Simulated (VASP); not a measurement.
# PbS (Fm-3m) in VASP: a series of runs, part 2 of 2

VASP 6.6.1. Earlier steps stand in the parts before.

## (3) Single point, r2SCAN

POSCAR

```
PbS
1.0
    0.0000000000      2.9872326701      2.9872326701
    2.9872326701      0.0000000000      2.9872326701
    2.9872326701      2.9872326701      0.0000000000
Pb S
1 1
Direct
    0.0000000000      0.0000000000      0.0000000000
    0.5000000000      0.5000000000      0.5000000000
```

INCAR.step1

```
SYSTEM = PbS
PREC     = Accurate       ! precision mode
ENCUT    = 520            ! plane-wave cutoff, eV
ISMEAR   = -1             ! smearing method
SIGMA    = 0.02           ! smearing width, eV
LREAL    = .FALSE.        ! projectors in reciprocal space
LASPH    = .TRUE.         ! aspherical terms in the spheres
NELM     = 80             ! most SCF steps
NBANDS   = 17             ! bands
GGA      = PE             ! functional
ALGO     = Normal         ! electronic algorithm
EDIFF    = 1E-4           ! SCF threshold, eV
LWAVE    = .TRUE.         ! write WAVECAR
LCHARG   = .FALSE.        ! write CHGCAR
```

INCAR.step2

```
SYSTEM = PbS
PREC     = Accurate       ! precision mode
ENCUT    = 520            ! plane-wave cutoff, eV
EDIFF    = 1E-7           ! SCF threshold, eV
ISMEAR   = -1             ! smearing method
SIGMA    = 0.02           ! smearing width, eV
LREAL    = .FALSE.        ! projectors in reciprocal space
LASPH    = .TRUE.         ! aspherical terms in the spheres
NELM     = 80             ! most SCF steps
ALGO     = Normal         ! electronic algorithm
ISIF     = 2              ! what is computed and relaxed
LWAVE    = .FALSE.        ! write WAVECAR
LCHARG   = .TRUE.         ! write CHGCAR
METAGGA  = R2SCAN         ! meta-GGA
LMIXTAU  = .TRUE.       
LELF     = .TRUE.         ! ELF
LVHAR    = .TRUE.       
NBANDS   = 17             ! bands
ISTART   = 1
```

KPOINTS

```
regular mesh
0
G
  6 6 6
  0 0 0
```

Potentials or basis: VASP PAW PBE potentials, release 64 (Pb_d, S).

The run is started by

```bash
$ cat potpaw_PBE.64/Pb_d/POTCAR potpaw_PBE.64/S/POTCAR > POTCAR
$ cp INCAR.step1 INCAR
$ mpirun -np 1 vasp_std > vasp.out
$ cp INCAR.step2 INCAR
$ mpirun -np 1 vasp_std > vasp.out
```

OUTCAR:

```text
SYSTEM = PbS
   PREC = Accurate
   ENCUT = 520
   EDIFF = 1E-7
   ISMEAR = -1
   LREAL = .FALSE.
   LASPH = .TRUE.
   NELM = 80
   ISIF = 2
   METAGGA = R2SCAN
   ISTART = 1

 ion  position               nearest neighbor table
   1  0.000  0.000  0.000-   2 2.99   2 2.99   2 2.99   2 2.99   2 2.99   2 2.99
   2  0.500  0.500  0.500-   1 2.99   1 2.99   1 2.99   1 2.99   1 2.99   1 2.99

  LATTYP: Found a face centered cubic cell.
 ALAT       =     5.9744653402

[... 495 lines left out ...]
     17      18.2136      0.00000

------------------------ aborting loop because EDIFF is reached ----------------------------------------

  FORCE on cell =-STRESS in cart. coord.  units (eV):
  Direction    XX          YY          ZZ          XY          YZ          ZX
  --------------------------------------------------------------------------------------
  -------------------------------------------------------------------------------------
  Total       -0.0118735     -0.0118735     -0.0118735     -0.0000000     -0.0000000      0.0000000
  in kB       -0.3568223     -0.3568223     -0.3568223     -0.0000000     -0.0000000      0.0000000
  external PRESSURE =      -0.3568223 kB  Pullay stress =       0.0000000 kB

 VOLUME and BASIS-vectors are now :
 -----------------------------------------------------------------------------
  energy-cutoff  :      520.00
  volume of cell :       53.31
      direct lattice vectors                 reciprocal lattice vectors
     0.000000000  2.987232670  2.987232670    -0.167378994  0.167378994  0.167378994
     2.987232670  0.000000000  2.987232670     0.167378994 -0.167378994  0.167378994
     2.987232670  2.987232670  0.000000000     0.167378994  0.167378994 -0.167378994

 POSITION                                       TOTAL-FORCE (eV/Angst)
 -----------------------------------------------------------------------------------
      0.00000      0.00000      0.00000        -0.000000      0.000000      0.000000
      2.98723      2.98723      2.98723         0.000000     -0.000000     -0.000000
 -----------------------------------------------------------------------------------
    total drift:                                0.000000     -0.000000     -0.000000

  FREE ENERGIE OF THE ION-ELECTRON SYSTEM (eV)
  ---------------------------------------------------
  free  energy   TOTEN  =       -65.6131910989 eV

  energy  without entropy=      -65.6131910982  energy(sigma->0) =      -65.61319110
```

OUTCAR.step1:

```text
SYSTEM = PbS
   PREC = Accurate
   ENCUT = 520
   ISMEAR = -1
   LREAL = .FALSE.
   LASPH = .TRUE.
[... 529 lines left out ...]
      0.00000      0.00000      0.00000         0.000000     -0.000000      0.000000
      2.98723      2.98723      2.98723        -0.000000      0.000000     -0.000000
 -----------------------------------------------------------------------------------
    total drift:                                0.000000     -0.000000     -0.000000

  FREE ENERGIE OF THE ION-ELECTRON SYSTEM (eV)
  ---------------------------------------------------
  free  energy   TOTEN  =        -8.7686286127 eV

  energy  without entropy=       -8.7686283311  energy(sigma->0) =       -8.76862847
```

OSZICAR.step1:

```text
N       E                     dE             d eps       ncg     rms          rms(c)
DAV:   1     0.162040017883E+03    0.16204E+03   -0.97274E+03   544   0.123E+03
DAV:   2     0.411555970554E+01   -0.15792E+03   -0.15184E+03   563   0.308E+02
DAV:   3    -0.890466684059E+01   -0.13020E+02   -0.12911E+02   705   0.942E+01
DAV:   4    -0.925666566611E+01   -0.35200E+00   -0.35163E+00   679   0.169E+01
DAV:   5    -0.926853868093E+01   -0.11873E-01   -0.11872E-01   742   0.319E+00    0.450E+00
DAV:   6    -0.876356717692E+01    0.50497E+00   -0.14644E+00   841   0.791E+00    0.310E+00
DAV:   7    -0.876528210205E+01   -0.17149E-02   -0.14897E-01   636   0.192E+00    0.185E+00
DAV:   8    -0.876926501516E+01   -0.39829E-02   -0.19171E-02   632   0.143E+00    0.402E-01
DAV:   9    -0.876840290669E+01    0.86211E-03   -0.44634E-03   833   0.568E-01    0.878E-02
DAV:  10    -0.876862473440E+01   -0.22183E-03   -0.40767E-04   615   0.117E-01    0.693E-02
DAV:  11    -0.876862861266E+01   -0.38783E-05   -0.52538E-05   478   0.801E-02
   1 F= -.87686286E+01 E0= -.87686285E+01  d E =-.281532E-06
```

Run time: 46 s. Hardware: 1 thread of AMD EPYC 9R45 (Zen 5), shared host; peak memory 0.15 GiB.

What came out:

```yaml
Free_energy: -65.6132 eV
Pressure: 0.0 GPa
Band_gap_on_the_k_mesh: 0.70 eV, direct
```

Caveat: the PAW data sets were made with another functional, which shifts forces and pressure a little; spin-orbit coupling is left out, which moves the levels of the heavy elements.
